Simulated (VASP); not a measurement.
# Sc (I4/mmm) in VASP: a series of runs

Runs on Sc. Level: PBE. Tasks: single point.

All numbers are computed with VASP 6.6.1; they aren't measurements. Logs are shortened: lines on timing, memory, paths and dates and some standing lists are left out, and cuts for length are marked.

### Step 1. The cell of the first run

It takes space group I4/mmm (No. 139, tetragonal). The conventional cell has a = 3.834 Å, b = 3.834 Å, c = 3.435 Å, α = 90.00°, β = 90.00°, γ = 90.00°. Within 4.2 Å of Sc (site symmetry 4/mmm) lie 14 Sc at 3.21 to 3.83 Å.

### Step 2. Single point, PBE

INCAR

```
SYSTEM = Sc
PREC = Accurate
ENCUT = 500
EDIFF = 1E-6
ISMEAR = 0
SIGMA = 0.05
LREAL = .FALSE.
LASPH = .TRUE.
NELM = 120
ALGO = Normal
ISIF = 2
LWAVE = .FALSE.
LCHARG = .TRUE.
GGA = PE
LELF = .TRUE.
LVHAR = .TRUE.
NBANDS = 12
GGA_COMPAT = .FALSE.
```

KPOINTS

```
Automatic mesh
0
G
  9 9 9
  0 0 0
```

POSCAR

```
Sc
1.0
   -1.9172054859      1.9172054859      1.7176030000
    1.9172054859     -1.9172054859      1.7176030000
    1.9172054859      1.9172054859     -1.7176030000
Sc
1
Direct
    0.0000000000      0.0000000000      0.0000000000
```

Potentials or basis: VASP PAW PBE potentials, release 64 (Sc_sv).

Run with:

```bash
> cat potpaw_PBE.64/Sc_sv/POTCAR > POTCAR
> mpirun -np 1 vasp_std > vasp.out
```

OUTCAR:

```text
SYSTEM = Sc
   PREC = Accurate
   ENCUT = 500
   EDIFF = 1E-6
   ISMEAR = 0
   LREAL = .FALSE.
   LASPH = .TRUE.
   NELM = 120
   ISIF = 2
   GGA = PE

 ion  position               nearest neighbor table
   1  0.000  0.000  0.000-

  LATTYP: Found a body centered tetragonal cell.
 ALAT       =     3.8344109718
 C/A-ratio  =     0.8958888406

  Lattice vectors:

 A1 = (  -1.9172054859,   1.9172054859,   1.7176030000)
 A2 = (   1.9172054859,  -1.9172054859,   1.7176030000)
 A3 = (   1.9172054859,   1.9172054859,  -1.7176030000)

Analysis of symmetry for initial positions (statically):
=====================================================================
 Subroutine PRICEL returns:
 Original cell was already a primitive cell.

 Routine SETGRP: Setting up the symmetry group for a
 body centered tetragonal supercell.

 Subroutine GETGRP returns: Found 16 space group operations
 (whereof 16 operations were pure point group operations)
 out of a pool of 16 trial point group operations.

The static configuration has the point symmetry D_4h.

Analysis of symmetry for dynamics (positions and initial velocities):
=====================================================================
 Subroutine PRICEL returns:
 Original cell was already a primitive cell.

 Routine SETGRP: Setting up the symmetry group for a
 body centered tetragonal supercell.

 Subroutine GETGRP returns: Found 16 space group operations
 (whereof 16 operations were pure point group operations)
 out of a pool of 16 trial point group operations.

The dynamic configuration has the point symmetry D_4h.

 Subroutine INISYM returns: Found 16 space group operations
 (whereof 16 operations are pure point group operations),
 and found     1 'primitive' translations

----------------------------------------------------------------------------------------

                                     Primitive cell

  volume of cell :      25.2534

  direct lattice vectors                    reciprocal lattice vectors
    -1.917205486  1.917205486  1.717603000     0.000000000  0.260796249  0.291103357
     1.917205486 -1.917205486  1.717603000     0.260796249  0.000000000  0.291103357
     1.917205486  1.917205486 -1.717603000     0.260796249  0.260796249  0.000000000

  length of vectors
     3.209597142  3.209597142  3.209597142     0.390839927  0.390839927  0.368821593

  position of ions in fractional coordinates (direct lattice)
     0.000000000  0.000000000  0.000000000

  ion indices of the primitive-cell ions
   primitive index   ion index
                 1           1

----------------------------------------------------------------------------------------

 KPOINTS: Automatic mesh

Automatic generation of k-mesh.
 Grid dimensions read from file:
 generate k-points for:    9    9    9

 Generating k-lattice:

  Cartesian coordinates                     Fractional coordinates (reciprocal lattice)
     0.000000000  0.028977361  0.032344817     0.111111111 -0.000000000  0.000000000
     0.028977361  0.000000000  0.032344817    -0.000000000  0.111111111  0.000000000
     0.028977361  0.028977361  0.000000000     0.000000000  0.000000000  0.111111111

  Length of vectors
     0.043426659  0.043426659  0.040980177

  Shift w.r.t. Gamma in fractional coordinates (k-lattice)
     0.000000000  0.000000000  0.000000000

 Subroutine IBZKPT returns following result:
 ===========================================

 Found     75 irreducible k-points:

 Following reciprocal coordinates:
            Coordinates               Weight
  0.000000  0.000000  0.000000      1.000000
  0.111111  0.000000 -0.000000      8.000000
  0.222222 -0.000000  0.000000      8.000000
  0.333333 -0.000000  0.000000      8.000000
  0.444444 -0.000000  0.000000      8.000000
  0.111111  0.111111 -0.000000      8.000000
[... 16 lines left out ...]
 -0.333333  0.333333  0.000000      4.000000
  0.444444  0.444444 -0.000000      8.000000
 [... further k-points ...]
   k-points           NKPTS =     75   k-points in BZ     NKDIM =     75   number of bands    NBANDS=     12
   number of dos      NEDOS =    301   number of ions     NIONS =      1
   total plane-waves  NPLWV =  13824
   dimension x,y,z NGX =    24 NGY =   24 NGZ =   24
   dimension x,y,z NGXF=    48 NGYF=   48 NGZF=   48
   ions per type =               1
   NGX,Y,Z   is equivalent  to a cutoff of  12.43, 12.43, 12.43 a.u.
   NGXF,Y,Z  is equivalent  to a cutoff of  24.86, 24.86, 24.86 a.u.
 SYSTEM =  Sc
   PREC   = accura    normal or accurate (medium, high low for compatibility)
   ISTART =      0    job   : 0-new  1-cont  2-samecut
   ICHARG =      2    charge: 1-file 2-atom 10-const
   ISPIN  =      1    spin polarized calculation?
   LNONCOLLINEAR =      F non collinear calculations
   LSORBIT =      F    spin-orbit coupling
   LASPH  =      T    aspherical Exc in radial PAW
   ENCUT  =  500.0 eV  36.75 Ry    6.06 a.u.   5.85  5.85  5.85*2*pi/ulx,y,z
   NELM   =    120;   NELMIN=  2; NELMDL= -5     # of ELM steps
   EDIFF  = 0.1E-05   stopping-criterion for ELM
   LREAL  =      F    real-space projection
   EDIFFG = 0.1E-04   stopping-criterion for IOM
   NSW    =      0    number of steps for IOM
   IBRION =     -1    ionic relax: 0-MD 1-quasi-New 2-CG
   NFREE  =      0    steps in history (QN), initial steepest desc. (CG)
   ISIF   =      2    stress and relaxation
   ISYM   =      2    0-nonsym 1-usesym 2-fastsym
   POTIM  = 0.5000    time-step for ionic-motion
   TEBEG  =    0.0;   TEEND  =   0.0 temperature during run
   PSTRESS=    0.0 pullay stress
   NELECT =      11.0000    total number of electrons
   NUPDOWN=      -1.0000    fix difference up-down
   EMIN   =  10.00;   EMAX   =-10.00  energy-range for DOS
   EFERMI =   0.00;   METHOD = LEGACY
   ISMEAR =     0;   SIGMA  =   0.05  broadening in eV -4-tet -1-fermi 0-gaus
   EFERMI_NEDOS =   21; number of points for ismear=-14 and -15
   IALGO  =     38    algorithm
   IMIX   =      4    mixing-type and parameters
     AMIX     =   0.40;   BMIX     =  1.00
     AMIX_MAG =   1.60;   BMIX_MAG =  1.00
  volume/ion in A,a.u.               =      25.25       170.42
  Fermi-wavevector in a.u.,A,eV,Ry     =   1.240983  2.345117 20.953486  1.540038
  Thomas-Fermi vector in A             =   2.375400
   LORBIT       =      0    0 simple, 1 ext, 2 COOP (PROOUT), +10 PAW based schemes
   GGA     = PE    functional components
   LHFCALC =     F    Hartree Fock is set to
   AEXX    =    0.0000 exact exchange contribution
   IVDW    =     0    specifies the selected vdW correction
   LEPSILON=     F    determine dielectric tensor
   LRPA    =     F    only Hartree local field effects (RPA)
 non-spin polarized calculation
 Gauss-broadening in eV      SIGMA  =   0.05
  energy-cutoff  :      500.00
  volume of cell :       25.25
 maximum number of plane-waves:       651
   NGX = 11   NGY = 11   NGZ = 11

 number of electron      11.0000004 magnetization

 Free energy of the ion-electron system (eV)
  ---------------------------------------------------
  ext. energy  EPLUGINS =         0.00000000
  ---------------------------------------------------
  free energy    TOTEN  =        -6.14063678 eV

  energy without entropy =       -6.13695641  energy(sigma->0) =       -6.13879659

 E-fermi :   3.6536     XC(G=0):  -9.7862

 val. band max:        3.6385968229   @ k =   0.4444   0.2222   0.0000
 cond. band min:       3.6785294881   @ k =  -0.4444   0.3333   0.0000
 fundamental gap:      0.0399326652
 Fermi energy:         3.6535514070

 k-point     1 :       0.0000    0.0000    0.0000
  band No.  band energies     occupation
      1     -46.0104      2.00000
      2     -24.4392      2.00000
      3     -24.4392      2.00000
      4     -24.4132      2.00000
      5      -1.5384      2.00000
      6       4.6515      0.00000
      7       5.3377      0.00000
      8       5.3377      0.00000
      9       5.9740      0.00000
     10       6.7478      0.00000
     11      17.0436      0.00000
     12      17.0436      0.00000

 k-point     2 :       0.1111    0.0000   -0.0000
  band No.  band energies     occupation
      1     -46.0034      2.00000
      2     -24.4721      2.00000
      3     -24.4536      2.00000
      4     -24.4270      2.00000
      5      -1.2035      2.00000
      6       4.6622      0.00000
      7       5.2140      0.00000
      8       5.3787      0.00000
      9       6.0254      0.00000
     10       6.6122      0.00000
     11      16.9415      0.00000
     12      17.3430      0.00000

 k-point     3 :       0.2222   -0.0000    0.0000
  band No.  band energies     occupation
      1     -45.9855      2.00000
      2     -24.5791      2.00000
      3     -24.4898      2.00000
      4     -24.4363      2.00000
      5      -0.2740      2.00000
      6       4.3811      0.00000
      7       4.7307      0.00000
      8       5.8935      0.00000
      9       6.2911      0.00000
     10       6.4540      0.00000
     11      15.3841      0.00000
     12      16.2613      0.00000

 k-point     4 :       0.3333   -0.0000    0.0000
  band No.  band energies     occupation
      1     -45.9652      2.00000
      2     -24.7006      2.00000
      3     -24.5305      2.00000
      4     -24.4442      2.00000
      5       0.9672      2.00000
      6       3.9825      0.00000
      7       4.2277      0.00000
      8       6.3995      0.00000
      9       6.7174      0.00000
     10       6.7753      0.00000
     11      12.8131      0.00000
     12      14.8490      0.00000

 k-point     5 :       0.4444   -0.0000    0.0000
  band No.  band energies     occupation
      1     -45.9519      2.00000
      2     -24.7785      2.00000
      3     -24.5570      2.00000
      4     -24.4492      2.00000
      5       1.8443      2.00000
      6       3.7332      0.02425
      7       4.2141      0.00000
      8       6.3818      0.00000
      9       7.0344      0.00000
     10       7.5296      0.00000
     11      10.9063      0.00000
     12      13.9155      0.00000
[... 228 lines left out ...]
      1     -45.9513      2.00000
      2     -24.7396      2.00000
      3     -24.5869      2.00000
      4     -24.4648      2.00000
      5       2.4972      2.00000
      6       3.3902      2.00000
      7       4.0782      0.00000
      8       6.2192      0.00000
      9       6.5246      0.00000
     10       8.4569      0.00000
     11      10.1695      0.00000
     12      12.8020      0.00000

 k-point    22 :      -0.4444    0.3333    0.0000
  band No.  band energies     occupation
      1     -45.9614      2.00000
      2     -24.7498      2.00000
      3     -24.5143      2.00000
      4     -24.4417      2.00000
      5       1.5000      2.00000
      6       3.6785      0.47989
      7       4.4873      0.00000
      8       5.9054      0.00000
      9       6.5494      0.00000
     10       7.4809      0.00000
     11      10.9026      0.00000
     12      14.9118      0.00000

 k-point    23 :      -0.3333    0.3333    0.0000
  band No.  band energies     occupation
      1     -45.9712      2.00000
      2     -24.7124      2.00000
      3     -24.4836      2.00000
      4     -24.4283      2.00000
      5       0.7311      2.00000
      6       3.9342      0.00000
      7       4.6870      0.00000
      8       5.8208      0.00000
      9       6.5377      0.00000
     10       6.9103      0.00000
     11      11.8382      0.00000
     12      15.7325      0.00000

 k-point    24 :       0.4444    0.4444   -0.0000
  band No.  band energies     occupation
      1     -45.9556      2.00000
      2     -24.7855      2.00000
      3     -24.5273      2.00000
      4     -24.4405      2.00000
      5       2.0524      2.00000
      6       3.5655      1.98723
      7       4.4009      0.00000
      8       5.9201      0.00000
      9       6.5688      0.00000
     10       7.8628      0.00000
     11       9.9553      0.00000
     12      14.6037      0.00000

 [... further k-points ...]
[... 5 lines left out ...]
  --------------------------------------------------------------------------------------
  -------------------------------------------------------------------------------------
  Total       -0.1735913     -0.1735913      0.0373892      0.0000000      0.0000000      0.0000000
  in kB      -11.0133234    -11.0133234      2.3721221      0.0000000      0.0000000      0.0000000
  external PRESSURE =      -6.5515083 kB  Pullay stress =       0.0000000 kB

 VOLUME and BASIS-vectors are now :
 -----------------------------------------------------------------------------
  energy-cutoff  :      500.00
  volume of cell :       25.25
      direct lattice vectors                 reciprocal lattice vectors
    -1.917205486  1.917205486  1.717603000     0.000000000  0.260796249  0.291103357
     1.917205486 -1.917205486  1.717603000     0.260796249  0.000000000  0.291103357
     1.917205486  1.917205486 -1.717603000     0.260796249  0.260796249  0.000000000

 POSITION                                       TOTAL-FORCE (eV/Angst)
 -----------------------------------------------------------------------------------
      0.00000      0.00000      0.00000        -0.000000      0.000000      0.000000
 -----------------------------------------------------------------------------------
    total drift:                                0.000000      0.000000      0.000000

  FREE ENERGIE OF THE ION-ELECTRON SYSTEM (eV)
  ---------------------------------------------------
  free  energy   TOTEN  =        -6.1406367758 eV

  energy  without entropy=       -6.1369564111  energy(sigma->0) =       -6.13879659
```

Wall time 18 s (1 thread of Intel Xeon 8259CL, shared host); peak memory 0.15 GiB.

What came out:

```yaml
Free_energy: -6.1406 eV
Pressure: -0.7 GPa
Band_gap_on_the_k_mesh: zero (an odd number of electrons rules out a gap without spin polarisation)
```

### Step 3. Single point, PBE

INCAR

```
ALGO = Normal
EDIFF = 1E-6
ENCUT = 500
GGA = PE
GGA_COMPAT = F
ISIF = 2
ISMEAR = 0
LASPH = T
LCHARG = F
LREAL = F
LWAVE = F
NBANDS = 12
NELM = 120
PREC = Accurate
SIGMA = 0.1
```

KPOINTS

```
k-points
0
Gamma
  12 12 12
```

POSCAR is that of step 2.

Potentials or basis: VASP PAW PBE potentials, release 64 (Sc_sv).

Run with:

```bash
> cat potpaw_PBE.64/Sc_sv/POTCAR > POTCAR
> mpirun -np 1 vasp_std > vasp.out
```

It took 31 s on 1 thread of Intel Xeon 8259CL, shared host; peak memory 0.17 GiB.

The run converged. Its results:

```
Free energy            : -6.1458 eV
Pressure               : -0.8 GPa
Band gap on the k mesh : zero (an odd number of electrons rules out a gap without spin polarisation)
```

Stress tensor (GPa, compression positive):
```
-1.12  0.00  0.00
 0.00 -1.12  0.00
 0.00  0.00 -0.08
```

Levels at points of the mesh, in eV from the Fermi level:
```
           k point  band 1  band 2  band 3  band 4  band 5  band 6  band 7  band 8  band 9  band 10
(0.00, 0.00, 0.00)  -49.64  -28.07  -28.07  -28.04   -5.19    1.01    1.70    1.70    2.34     3.11
(0.50, 0.00, 0.00)  -49.58  -28.42  -28.19  -28.08   -1.69    0.06    0.63    2.74    3.45     4.02
(0.50, 0.50, 0.00)  -49.59  -28.43  -28.14  -28.06   -1.83    0.06    0.86    2.24    2.87     3.98
(0.50, 0.50, 0.50)  -49.55  -28.34  -28.34  -28.24   -1.28   -1.06    3.73    3.73    3.86     5.22
```

### Step 4. Single point, PBE

INCAR

```
SYSTEM = Sc
PREC     = Accurate       ! precision mode
ENCUT    = 500            ! plane-wave cutoff, eV
EDIFF    = 1E-6           ! SCF threshold, eV
ISMEAR   = 0              ! smearing method
SIGMA    = 0.05           ! smearing width, eV
LREAL    = .FALSE.        ! projectors in reciprocal space
LASPH    = .TRUE.         ! aspherical terms in the spheres
NELM     = 120            ! most SCF steps
ALGO     = Normal         ! electronic algorithm
ISIF     = 2              ! what is computed and relaxed
LWAVE    = .FALSE.        ! write WAVECAR
LCHARG   = .FALSE.        ! write CHGCAR
GGA      = PE             ! functional
NBANDS   = 12             ! bands
GGA_COMPAT= .FALSE.
```

KPOINTS

```
Automatic mesh
0
G
  12 12 12
  0 0 0
```

POSCAR is that of step 3.

Potentials or basis: VASP PAW PBE potentials, release 64 (Sc_sv).

Run with:

```bash
> cat potpaw_PBE.64/Sc_sv/POTCAR > POTCAR
> mpirun -np 1 vasp_std > vasp.out
```

OUTCAR:

```text
SYSTEM = Sc
   PREC = Accurate
   ENCUT = 500
   EDIFF = 1E-6
   ISMEAR = 0
   LREAL = .FALSE.
   LASPH = .TRUE.
   NELM = 120
   ISIF = 2
   GGA = PE

 ion  position               nearest neighbor table
   1  0.000  0.000  0.000-

  LATTYP: Found a body centered tetragonal cell.
 ALAT       =     3.8344109718
 C/A-ratio  =     0.8958888406

  Lattice vectors:

 A1 = (  -1.9172054859,   1.9172054859,   1.7176030000)
 A2 = (   1.9172054859,  -1.9172054859,   1.7176030000)
 A3 = (   1.9172054859,   1.9172054859,  -1.7176030000)

Analysis of symmetry for initial positions (statically):
=====================================================================
 Subroutine PRICEL returns:
 Original cell was already a primitive cell.

 Routine SETGRP: Setting up the symmetry group for a
 body centered tetragonal supercell.

 Subroutine GETGRP returns: Found 16 space group operations
 (whereof 16 operations were pure point group operations)
 out of a pool of 16 trial point group operations.

The static configuration has the point symmetry D_4h.

Analysis of symmetry for dynamics (positions and initial velocities):
[... 160 lines left out ...]
 cond. band min:       3.6483984185   @ k =  -0.4167   0.4167   0.0833
 fundamental gap:      0.0037742750
 Fermi energy:         3.6469801460

 k-point     1 :       0.0000    0.0000    0.0000
  band No.  band energies     occupation
      1     -45.9982      2.00000
      2     -24.4288      2.00000
      3     -24.4288      2.00000
      4     -24.3992      2.00000
      5      -1.5376      2.00000
      6       4.6572      0.00000
      7       5.3467      0.00000
      8       5.3467      0.00000
      9       5.9831      0.00000
     10       6.7547      0.00000
     11      17.0445      0.00000
     12      17.0445      0.00000
[... 331 lines left out ...]
 k-point    24 :      -0.4167    0.1667    0.0000
  band No.  band energies     occupation
      1     -45.9501      2.00000
      2     -24.6870      2.00000
      3     -24.5310      2.00000
      4     -24.4465      2.00000
      5       1.2774      2.00000
      6       3.8321      0.00000
      7       4.2180      0.00000
      8       6.2525      0.00000
      9       6.5418      0.00000
     10       7.3356      0.00000
     11      12.9052      0.00000
     12      13.3842      0.00000

 [... further k-points ...]
[... 5 lines left out ...]
  --------------------------------------------------------------------------------------
  -------------------------------------------------------------------------------------
  Total       -0.1817616     -0.1817616     -0.0131978      0.0000000      0.0000000     -0.0000000
  in kB      -11.5316811    -11.5316811     -0.8373202      0.0000000      0.0000000     -0.0000000
  external PRESSURE =      -7.9668941 kB  Pullay stress =       0.0000000 kB

 VOLUME and BASIS-vectors are now :
 -----------------------------------------------------------------------------
  energy-cutoff  :      500.00
  volume of cell :       25.25
      direct lattice vectors                 reciprocal lattice vectors
    -1.917205486  1.917205486  1.717603000     0.000000000  0.260796249  0.291103357
     1.917205486 -1.917205486  1.717603000     0.260796249  0.000000000  0.291103357
     1.917205486  1.917205486 -1.717603000     0.260796249  0.260796249  0.000000000

 POSITION                                       TOTAL-FORCE (eV/Angst)
 -----------------------------------------------------------------------------------
      0.00000      0.00000      0.00000        -0.000000      0.000000     -0.000000
 -----------------------------------------------------------------------------------
    total drift:                                0.000000      0.000000      0.000000

  FREE ENERGIE OF THE ION-ELECTRON SYSTEM (eV)
  ---------------------------------------------------
  free  energy   TOTEN  =        -6.1406189613 eV

  energy  without entropy=       -6.1370086780  energy(sigma->0) =       -6.13881382
```

It took 32 s on 1 thread of Intel Xeon 8259CL, shared host; peak memory 0.17 GiB.

What came out:

```yaml
Free_energy: -6.1406 eV
Pressure: -0.8 GPa
Band_gap_on_the_k_mesh: zero (an odd number of electrons rules out a gap without spin polarisation)
```

(Part 1 of 2 ends here.)
